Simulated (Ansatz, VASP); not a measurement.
CuO: VASP beside Ansatz

```
CELL_PARAMETERS angstrom
3.17953 0.00000 0.00000
-1.58977 2.75356 0.00000
0.00000 0.00000 8.86298
ATOMIC_POSITIONS crystal
Cu 0.00000 0.00000 0.00000
Cu 0.00000 0.00000 0.25000
Cu 0.00000 0.00000 0.50000
Cu 0.00000 0.00000 0.75000
O 0.33333 0.66667 0.12500
O 0.66667 0.33333 0.37500
O 0.33333 0.66667 0.62500
O 0.66667 0.33333 0.87500
```

Alike in both runs: task single point; functional LDA; k mesh 7 × 7 × 2; occupations gaussian, width 0.05 eV; collinear spin; Hubbard terms Cu d U = 5.0 eV.

|  | VASP | Ansatz |
| --- | --- | --- |
| version | VASP 6.6.1 | Ansatz 0.2.0 |
| potentials or method | VASP PAW LDA potentials, release 64 (Cu_sv_GW, O), cutoff 820 eV | scalar-relativistic, plane waves, PAW |
| valence electrons in the cell | 100 | 100 |

Ansatz gave:

* gap on the k mesh at the Fermi level (eV): none
* pressure (GPa): -6.9
* rms of the force components (eV/Å): 0.022
* net moment per atom (μB): 0.00
* size of the moment on the site where the two differ most (μB): 0.25

Q: Which values does VASP return?

A: gap on the k mesh at the Fermi level (eV): none; pressure (GPa): -12.0; rms of the force components (eV/Å): 0.029; net moment per atom (μB): 0.00; size of the moment on the site where the two differ most (μB): 0.38.

LDA's correlation is that of Perdew and Zunger in VASP and of Perdew and Wang (1992) in Ansatz. Site moments also hang on the region over which each program counts them. The programs project onto different local orbitals, so the same U acts differently, and such runs can settle in different states. A gap of «none» marks a metal or a gap that the smearing closes. Ansatz's warnings: filled band counts differ across k points.
